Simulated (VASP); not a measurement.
# K (Fm-3m) in VASP: notebook

Runs on K. Level: PBEsol. Tasks: single point.

Everything below comes from runs of VASP 6.6.1. Logs are shortened: lines on timing, memory, paths and dates and some standing lists are left out, and cuts for length are marked.

## Step 1: The cell of the first run

The structure is cubic, space group Fm-3m (No. 225). Conventional cell: a = 6.111 Å, b = 6.111 Å, c = 6.111 Å, α = 90.00°, β = 90.00°, γ = 90.00°. Within 5.7 Å of K (site symmetry m-3m) lie 12 K at 4.32 Å.

## Step 2: Single point, PBEsol

Input file INCAR:

```
SYSTEM = K
PREC = Accurate
ENCUT = 520
EDIFF = 1E-6
ISMEAR = -1
SIGMA = 0.1
LREAL = .FALSE.
LASPH = .TRUE.
NELM = 60
ALGO = Normal
ISIF = 2
LWAVE = .FALSE.
LCHARG = .FALSE.
GGA = PS
NBANDS = 10
```

Input file KPOINTS:

```
regular mesh
0
G
  11 11 11
  0 0 0
```

Input file POSCAR:

```
K
1.0
    0.0000000000      3.0556002100      3.0556002100
    3.0556002100      0.0000000000      3.0556002100
    3.0556002100      3.0556002100      0.0000000000
K
1
Direct
    0.0000000000      0.0000000000      0.0000000000
```

Potentials or basis: VASP PAW PBE potentials, release 64 (K_sv).

Command:

```sh
cat potpaw_PBE.64/K_sv/POTCAR > POTCAR
mpirun -np 1 vasp_std > vasp.out
```

OUTCAR:

```text
SYSTEM = K
   PREC = Accurate
   ENCUT = 520
   EDIFF = 1E-6
   ISMEAR = -1
   LREAL = .FALSE.
   LASPH = .TRUE.
   NELM = 60
   ISIF = 2
   GGA = PS

 ion  position               nearest neighbor table
   1  0.000  0.000  0.000-

  LATTYP: Found a face centered cubic cell.
 ALAT       =     6.1112004200

  Lattice vectors:

 A1 = (   0.0000000000,   3.0556002100,   3.0556002100)
 A2 = (   3.0556002100,   0.0000000000,   3.0556002100)
 A3 = (   3.0556002100,   3.0556002100,   0.0000000000)

Analysis of symmetry for initial positions (statically):
=====================================================================
 Subroutine PRICEL returns:
 Original cell was already a primitive cell.

 Routine SETGRP: Setting up the symmetry group for a
 face centered cubic supercell.

 Subroutine GETGRP returns: Found 48 space group operations
 (whereof 48 operations were pure point group operations)
 out of a pool of 48 trial point group operations.

The static configuration has the point symmetry O_h .

Analysis of symmetry for dynamics (positions and initial velocities):
=====================================================================
 Subroutine PRICEL returns:
 Original cell was already a primitive cell.

 Routine SETGRP: Setting up the symmetry group for a
 face centered cubic supercell.

 Subroutine GETGRP returns: Found 48 space group operations
 (whereof 48 operations were pure point group operations)
 out of a pool of 48 trial point group operations.

The dynamic configuration has the point symmetry O_h .

 Subroutine INISYM returns: Found 48 space group operations
 (whereof 48 operations are pure point group operations),
 and found     1 'primitive' translations

----------------------------------------------------------------------------------------

                                     Primitive cell

  volume of cell :      57.0584

  direct lattice vectors                    reciprocal lattice vectors
     0.000000000  3.055600210  3.055600210    -0.163633972  0.163633972  0.163633972
     3.055600210  0.000000000  3.055600210     0.163633972 -0.163633972  0.163633972
     3.055600210  3.055600210  0.000000000     0.163633972  0.163633972 -0.163633972

  length of vectors
     4.321271258  4.321271258  4.321271258     0.283422354  0.283422354  0.283422354

  position of ions in fractional coordinates (direct lattice)
     0.000000000  0.000000000  0.000000000

  ion indices of the primitive-cell ions
   primitive index   ion index
                 1           1

----------------------------------------------------------------------------------------

 KPOINTS: regular mesh

Automatic generation of k-mesh.
 Grid dimensions read from file:
 generate k-points for:   11   11   11

 Generating k-lattice:

  Cartesian coordinates                     Fractional coordinates (reciprocal lattice)
    -0.014875816  0.014875816  0.014875816     0.090909091  0.000000000  0.000000000
     0.014875816 -0.014875816  0.014875816     0.000000000  0.090909091  0.000000000
     0.014875816  0.014875816 -0.014875816     0.000000000  0.000000000  0.090909091

  Length of vectors
     0.025765669  0.025765669  0.025765669

  Shift w.r.t. Gamma in fractional coordinates (k-lattice)
     0.000000000  0.000000000  0.000000000

 Subroutine IBZKPT returns following result:
 ===========================================

 Found     56 irreducible k-points:

 Following reciprocal coordinates:
            Coordinates               Weight
  0.000000  0.000000  0.000000      1.000000
  0.090909  0.000000  0.000000      8.000000
  0.181818  0.000000  0.000000      8.000000
  0.272727  0.000000  0.000000      8.000000
  0.363636  0.000000  0.000000      8.000000
  0.454545  0.000000  0.000000      8.000000
[... 16 lines left out ...]
 -0.272727  0.181818  0.000000     24.000000
 -0.181818  0.181818  0.000000     12.000000
 [... further k-points ...]
   k-points           NKPTS =     56   k-points in BZ     NKDIM =     56   number of bands    NBANDS=     10
   number of dos      NEDOS =    301   number of ions     NIONS =      1
   total plane-waves  NPLWV =  32768
   dimension x,y,z NGX =    32 NGY =   32 NGZ =   32
   dimension x,y,z NGXF=    64 NGYF=   64 NGZF=   64
   ions per type =               1
   NGX,Y,Z   is equivalent  to a cutoff of  12.31, 12.31, 12.31 a.u.
   NGXF,Y,Z  is equivalent  to a cutoff of  24.62, 24.62, 24.62 a.u.
 SYSTEM =  K
   PREC   = accura    normal or accurate (medium, high low for compatibility)
   ISTART =      0    job   : 0-new  1-cont  2-samecut
   ICHARG =      2    charge: 1-file 2-atom 10-const
   ISPIN  =      1    spin polarized calculation?
   LNONCOLLINEAR =      F non collinear calculations
   LSORBIT =      F    spin-orbit coupling
   LASPH  =      T    aspherical Exc in radial PAW
   ENCUT  =  520.0 eV  38.22 Ry    6.18 a.u.   8.03  8.03  8.03*2*pi/ulx,y,z
   NELM   =     60;   NELMIN=  2; NELMDL= -5     # of ELM steps
   EDIFF  = 0.1E-05   stopping-criterion for ELM
   LREAL  =      F    real-space projection
   EDIFFG = 0.1E-04   stopping-criterion for IOM
   NSW    =      0    number of steps for IOM
   IBRION =     -1    ionic relax: 0-MD 1-quasi-New 2-CG
   NFREE  =      0    steps in history (QN), initial steepest desc. (CG)
   ISIF   =      2    stress and relaxation
   ISYM   =      2    0-nonsym 1-usesym 2-fastsym
   POTIM  = 0.5000    time-step for ionic-motion
   TEBEG  =    0.0;   TEEND  =   0.0 temperature during run
   PSTRESS=    0.0 pullay stress
   NELECT =       9.0000    total number of electrons
   NUPDOWN=      -1.0000    fix difference up-down
   EMIN   =  10.00;   EMAX   =-10.00  energy-range for DOS
   EFERMI =   0.00;   METHOD = LEGACY
   ISMEAR =    -1;   SIGMA  =   0.10  broadening in eV -4-tet -1-fermi 0-gaus
   EFERMI_NEDOS =   21; number of points for ismear=-14 and -15
   IALGO  =     38    algorithm
   IMIX   =      4    mixing-type and parameters
     AMIX     =   0.40;   BMIX     =  1.00
     AMIX_MAG =   1.60;   BMIX_MAG =  1.00
  volume/ion in A,a.u.               =      57.06       385.05
  Fermi-wavevector in a.u.,A,eV,Ry     =   0.884537  1.671532 10.645266  0.782405
  Thomas-Fermi vector in A             =   2.005450
   LORBIT       =      0    0 simple, 1 ext, 2 COOP (PROOUT), +10 PAW based schemes
   GGA     = PS    functional components
   LHFCALC =     F    Hartree Fock is set to
   AEXX    =    0.0000 exact exchange contribution
   IVDW    =     0    specifies the selected vdW correction
   LEPSILON=     F    determine dielectric tensor
   LRPA    =     F    only Hartree local field effects (RPA)
 non-spin polarized calculation
  energy-cutoff  :      520.00
  volume of cell :       57.06
 maximum number of plane-waves:      1558
   NGX = 17   NGY = 17   NGZ = 17

 number of electron       9.0000001 magnetization

 Free energy of the ion-electron system (eV)
  ---------------------------------------------------
  ext. energy  EPLUGINS =         0.00000000
  ---------------------------------------------------
  free energy    TOTEN  =        -1.09952975 eV

  energy without entropy =       -1.07554263  energy(sigma->0) =       -1.08753619

 E-fermi :   0.4731     XC(G=0):  -6.3718

 val. band max:        0.4677529218   @ k =   0.4545   0.0000   0.0000
 cond. band min:       0.5180492163   @ k =  -0.2727   0.2727   0.0909
 fundamental gap:      0.0502962945
 Fermi energy:         0.4730514540

 k-point     1 :       0.0000    0.0000    0.0000
  band No.  band energies     occupation
      1     -31.4130      2.00000
      2     -14.8932      2.00000
      3     -14.8932      2.00000
      4     -14.8932      2.00000
      5      -2.0859      2.00000
      6       4.8781      0.00000
      7       4.8781      0.00000
      8       4.8781      0.00000
      9       6.3554      0.00000
     10       6.3554      0.00000

 k-point     2 :       0.0909    0.0000    0.0000
  band No.  band energies     occupation
      1     -31.4120      2.00000
      2     -14.9066      2.00000
      3     -14.8949      2.00000
      4     -14.8949      2.00000
      5      -1.9652      2.00000
      6       4.5899      0.00000
      7       4.9288      0.00000
      8       4.9288      0.00000
      9       6.2532      0.00000
     10       6.2532      0.00000

 k-point     3 :       0.1818    0.0000    0.0000
  band No.  band energies     occupation
      1     -31.4093      2.00000
      2     -14.9420      2.00000
      3     -14.8995      2.00000
      4     -14.8995      2.00000
      5      -1.6127      2.00000
      6       3.9339      0.00000
      7       5.0043      0.00000
      8       5.0043      0.00000
      9       6.1283      0.00000
     10       6.1283      0.00000

 k-point     4 :       0.2727    0.0000    0.0000
  band No.  band energies     occupation
      1     -31.4058      2.00000
      2     -14.9878      2.00000
      3     -14.9055      2.00000
      4     -14.9055      2.00000
      5      -1.0559      2.00000
      6       3.1424      0.00000
      7       4.9300      0.00000
      8       4.9300      0.00000
      9       6.3046      0.00000
     10       6.3046      0.00000
[... 222 lines left out ...]
 k-point    22 :      -0.3636    0.1818    0.0000
  band No.  band energies     occupation
      1     -31.3995      2.00000
      2     -15.0321      2.00000
      3     -14.9496      2.00000
      4     -14.9183      2.00000
      5       0.5414      0.67081
      6       1.9448      0.00000
      7       3.6490      0.00000
      8       4.9479      0.00000
      9       6.6489      0.00000
     10       7.0174      0.00000

 k-point    23 :      -0.2727    0.1818    0.0000
  band No.  band energies     occupation
      1     -31.4017      2.00000
      2     -15.0104      2.00000
      3     -14.9446      2.00000
      4     -14.9109      2.00000
      5      -0.2252      1.99815
      6       2.7377      0.00000
      7       3.7410      0.00000
      8       5.0985      0.00000
      9       6.0484      0.00000
     10       7.3430      0.00000

 k-point    24 :      -0.1818    0.1818    0.0000
  band No.  band energies     occupation
      1     -31.4046      2.00000
      2     -14.9835      2.00000
      3     -14.9304      2.00000
      4     -14.9040      2.00000
      5      -0.8726      2.00000
      6       3.3078      0.00000
      7       4.1376      0.00000
      8       5.3455      0.00000
      9       5.5711      0.00000
     10       6.8573      0.00000

 [... further k-points ...]
[... 5 lines left out ...]
  --------------------------------------------------------------------------------------
  -------------------------------------------------------------------------------------
  Total        0.4333176      0.4333176      0.4333176      0.0000000      0.0000000      0.0000000
  in kB       12.1673867     12.1673867     12.1673867      0.0000000      0.0000000      0.0000000
  external PRESSURE =      12.1673867 kB  Pullay stress =       0.0000000 kB

 VOLUME and BASIS-vectors are now :
 -----------------------------------------------------------------------------
  energy-cutoff  :      520.00
  volume of cell :       57.06
      direct lattice vectors                 reciprocal lattice vectors
     0.000000000  3.055600210  3.055600210    -0.163633972  0.163633972  0.163633972
     3.055600210  0.000000000  3.055600210     0.163633972 -0.163633972  0.163633972
     3.055600210  3.055600210  0.000000000     0.163633972  0.163633972 -0.163633972

 POSITION                                       TOTAL-FORCE (eV/Angst)
 -----------------------------------------------------------------------------------
      0.00000      0.00000      0.00000         0.000000      0.000000     -0.000000
 -----------------------------------------------------------------------------------
    total drift:                                0.000000      0.000000      0.000000

  FREE ENERGIE OF THE ION-ELECTRON SYSTEM (eV)
  ---------------------------------------------------
  free  energy   TOTEN  =        -1.0995297467 eV

  energy  without entropy=       -1.0755426304  energy(sigma->0) =       -1.08753619
```

Wall time 15 s (1 thread of Intel Xeon Platinum 8488C (Sapphire Rapids), shared host); peak memory 0.17 GiB.

What came out:

```
Free energy : -1.0995 eV
Pressure    : 1.2 GPa
```

Caveat: the PAW data sets were made with another functional, which shifts forces and pressure a little.

## Step 3: Single point, PBEsol (volume scaled by 0.9)

Input file INCAR:

```
PREC = Accurate ; ENCUT = 520
EDIFF = 1E-6 ; ISMEAR = -1
SIGMA = 0.1 ; LREAL = F
LASPH = T ; NELM = 80
ALGO = Normal ; ISIF = 2
LWAVE = F ; LCHARG = F
GGA = PS ; NBANDS = 10
```

Input file KPOINTS:

```
regular mesh
0
Gamma
  11 11 11
```

Input file POSCAR:

```
K
1.0
    0.0000000000      3.1779522832      3.1779522832
    3.1779522832      0.0000000000      3.1779522832
    3.1779522832      3.1779522832      0.0000000000
K
1
Direct
    0.0000000000      0.0000000000      0.0000000000
```

Potentials or basis: VASP PAW PBE potentials, release 64 (K_sv).

Command:

```sh
cat potpaw_PBE.64/K_sv/POTCAR > POTCAR
mpirun -np 1 vasp_std > vasp.out
```

Wall time 26 s (1 thread of Intel Xeon Platinum 8488C (Sapphire Rapids), shared host); peak memory 0.2 GiB.

It converged, with:

| Property | Result |
| --- | --- |
| Free energy | -1.1361 eV |
| Pressure | 0.5 GPa |

Levels at points of the mesh, in eV from the Fermi level:
```csv
k point,band 1,band 2,band 3,band 4,band 5,band 6,band 7,band 8,band 9,band 10
"(0.00, 0.00, 0.00)",-31.92,-15.42,-15.42,-15.42,-2.37,4.32,4.32,4.32,5.69,5.69
```

Caveat: the PAW data sets were made with another functional, which shifts forces and pressure a little.
